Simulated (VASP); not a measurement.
A run of VASP 6.6.1 is set up as follows.

INCAR

```
SYSTEM = K3Mg4SiF12
ALGO     = Normal         ! electronic algorithm
EDIFF    = 1E-6           ! SCF threshold, eV
ENCUT    = 520            ! plane-wave cutoff, eV
GGA      = PS             ! functional
ISIF     = 2              ! what is computed and relaxed
ISMEAR   = -1             ! smearing method
ISYM     = 0            
LASPH    = .True.         ! aspherical terms in the spheres
LCHARG   = .False.        ! write CHGCAR
LREAL    = Auto         
LWAVE    = .False.        ! write WAVECAR
NBANDS   = 149            ! bands
NELM     = 80             ! most SCF steps
PREC     = Accurate       ! precision mode
SIGMA    = 0.05           ! smearing width, eV
```

The input KPOINTS:

```
Automatic mesh
0
Gamma
  1 1 1
  0.25 0.25 0.25
```

POSCAR

```
K3Mg4SiF12
1.0
    7.9825440000      0.0000000000      0.0000000000
    0.0000000000      7.9825440000      0.0000000000
    0.0000000000      0.0000000000      7.9825440000
K Si Mg F
6 2 8 24
Direct
    0.9877300000      0.9975740000      0.9887080000
    0.9967780000      0.4967910000      0.0008630000
    0.9779220000      0.4967340000      0.4992480000
    0.5176300000      0.9962480000      0.9973280000
    0.5303920000      0.0049260000      0.4995030000
    0.5152950000      0.4941500000      0.9991010000
    0.0542270000      0.0272930000      0.4389550000
    0.4374520000      0.5628530000      0.5370980000
    0.2587380000      0.2576310000      0.2372780000
    0.2567460000      0.2389450000      0.7548210000
    0.2597260000      0.7341170000      0.2602760000
    0.2447770000      0.7574250000      0.7553580000
    0.7483870000      0.2494570000      0.2515100000
    0.7518050000      0.2473530000      0.7424740000
    0.7522880000      0.7476720000      0.2503860000
    0.7587890000      0.7419140000      0.7457270000
    0.2547280000      0.2659750000      0.9974690000
    0.2189000000      0.1952500000      0.4927670000
    0.2519330000      0.7312780000      0.0044870000
    0.1864020000      0.8793860000      0.5164910000
    0.7531320000      0.2450140000      0.9982450000
    0.7593600000      0.2456810000      0.4966870000
    0.7543770000      0.7475900000      0.9972110000
    0.7383980000      0.7415460000      0.4987270000
    0.0060280000      0.2576750000      0.2434530000
    0.0086620000      0.2480230000      0.7531810000
    0.0068440000      0.7424190000      0.2588690000
    0.0046700000      0.7345380000      0.7558500000
    0.4973750000      0.2249840000      0.2422630000
    0.5017710000      0.2291800000      0.7572550000
    0.5017670000      0.7677860000      0.2328460000
    0.5003860000      0.7195080000      0.7446110000
    0.2059110000      0.0055880000      0.2501810000
    0.2627700000      0.9966490000      0.7938870000
    0.2508790000      0.4927410000      0.2548320000
    0.2645530000      0.4917860000      0.7228590000
    0.7538460000      0.9976460000      0.2371700000
    0.7463030000      0.9907480000      0.7529700000
    0.7537780000      0.4984250000      0.2367600000
    0.7665850000      0.4946080000      0.7631940000
```

Potentials or basis: VASP PAW PBE potentials, release 64 (K_sv, Si, Mg, F).

Command:

```bash
$ cat potpaw_PBE.64/K_sv/POTCAR potpaw_PBE.64/Si/POTCAR potpaw_PBE.64/Mg/POTCAR potpaw_PBE.64/F/POTCAR > POTCAR
$ mpirun -np 1 vasp_std > vasp.out
```

**Question.** Estimate the largest force.

**Answer.** 0.143 eV/Å.

**Question.** Predict the pressure.

**Answer.** 1.2 GPa.

**Question.** Predict the band gap on the k mesh.

**Answer.** 1.10 eV.

Stress tensor (GPa, compression positive):
```
 0.62 -0.35  0.09
-0.35  1.85 -0.32
 0.09 -0.32  1.18
```

Caveat: the PAW data sets were made with another functional, which shifts forces and pressure a little.
